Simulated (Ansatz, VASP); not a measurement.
**Two plane-wave programs on Zr2BiP2**

```
Zr Bi P
1.0
    -2.47591    2.47591    4.23513
     2.47591   -2.47591    4.23513
     2.47591    2.47591   -4.23513
Zr Bi P
2 1 2
Direct
  0.25000 0.75000 0.50000
  0.75000 0.25000 0.50000
  0.00000 0.00000 0.00000
  0.63331 0.63331 0.00000
  0.36669 0.36669 0.00000
```

Alike in both runs: functional PBE; k mesh 10 × 10 × 10; occupations gaussian, width 0.1 eV; no spin polarisation.

Ansatz relaxed the structure, and its values are those at the end. VASP's run is a single point on that final structure, the one shown.

|  | VASP | Ansatz |
| --- | --- | --- |
| version | VASP 6.6.1 | Ansatz 0.2.0 |
| potentials or method | VASP PAW PBE potentials, release 64 (Zr_sv, Bi_d, P), cutoff 500 eV | scalar-relativistic, plane waves, PAW |
| valence electrons in the cell | 49 | 49 |

Ansatz gave:

| Item | Value |
| --- | --- |
| gap on the k mesh at the Fermi level (eV) | none |
| pressure (GPa) | 0.0 |
| rms of the force components (eV/Å) | 0.001 |

**Question.** What did VASP give for the same quantities?

**Answer.** gap on the k mesh at the Fermi level (eV): none; pressure (GPa): 0.0; rms of the force components (eV/Å): 0.012.

A gap of «none» marks a metal or a gap that the smearing closes. The functional is the same, so the differences come from potentials, cutoffs and numerics.

Neither program's run includes spin-orbit coupling.
